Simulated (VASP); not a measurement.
# SrO: single point with PBEsol

SrO:

```
Sr O
1.0
     0.00000    2.56630    2.56630
     2.56630    0.00000    2.56630
     2.56630    2.56630    0.00000
Sr O
1 1
Direct
  0.50000 0.50000 0.50000
  0.00000 0.00000 0.00000
```

```json
{"Program": "VASP 6.6.1", "Task": "single point", "Functional": "PBEsol", "Potentials or basis": "VASP PAW PBE potentials, release 64 (Sr_sv, O)", "Cutoff": "520 eV", "k mesh": "9 × 9 × 9", "Occupations": "fermi-dirac, width 0.05 eV", "Spin": "non-collinear spin, zero start, spin-orbit coupling", "Starting moments": "[[0.0, 0.0, 0.0], [0.0, 0.0, 0.0]] μB", "Dipole correction": "no", "Further INCAR settings": "ALGO = Normal; EDIFF = 1e-06; NBANDS = 28"}
```

The pressure is 0.1 GPa, the net moment is 0.00 μB per cell and the valence electrons inside the program's atomic spheres are Sr 8.08; O 4.95.

Moments on the atoms (μB; x, y, z):
```
Sr  0.00 0.00 0.00
O   0.00 0.00 0.00
```

It took 41 s on 1 thread of Intel(R) Xeon(R) 6975P-C (Granite Rapids), with other jobs on the host, peak memory 0.26 GiB.

Caveat: the PAW data sets were made with another functional, which shifts forces and pressure a little.
